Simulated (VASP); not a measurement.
# ZrS: vibrations by perturbation theory with PBEsol

The system is ZrS.

```
Zr S
1.0
     0.00000    2.54280    2.54280
     2.54280    0.00000    2.54280
     2.54280    2.54280    0.00000
Zr S
1 1
Direct
  0.00000 0.00000 0.00000
  0.50000 0.50000 0.50000
```

```json
{
  "Program": "VASP 6.6.1",
  "Task": "vibrations by perturbation theory",
  "Functional": "PBEsol",
  "Potentials or basis": "VASP PAW PBE potentials, release 64 (Zr_sv, S)",
  "Cutoff": "520 eV",
  "k mesh": "14 × 14 × 14",
  "Occupations": "fermi-dirac, width 0.15 eV",
  "Spin": "no spin polarisation",
  "Dipole correction": "no",
  "Further INCAR settings": "ALGO = Normal; EDIFF = 1e-08; IBRION = 8; NSW = 1"
}
```

* Highest phonon frequency at Γ, LO-TO splitting left out: 300 cm⁻¹

Phonon frequencies in cm⁻¹ (negative: imaginary):
```tsv
q point	frequencies
(0.000, 0.000, 0.000)	-1 -1 -1 300 300 300
```

Run time: 5.9 min on 1 thread of Intel(R) Xeon(R) Platinum 8375C CPU @ 2.90GHz (Ice Lake) (shared host), peak memory 0.37 GiB.

Caveat: the cell stands under pressure or tension, which shifts response properties.
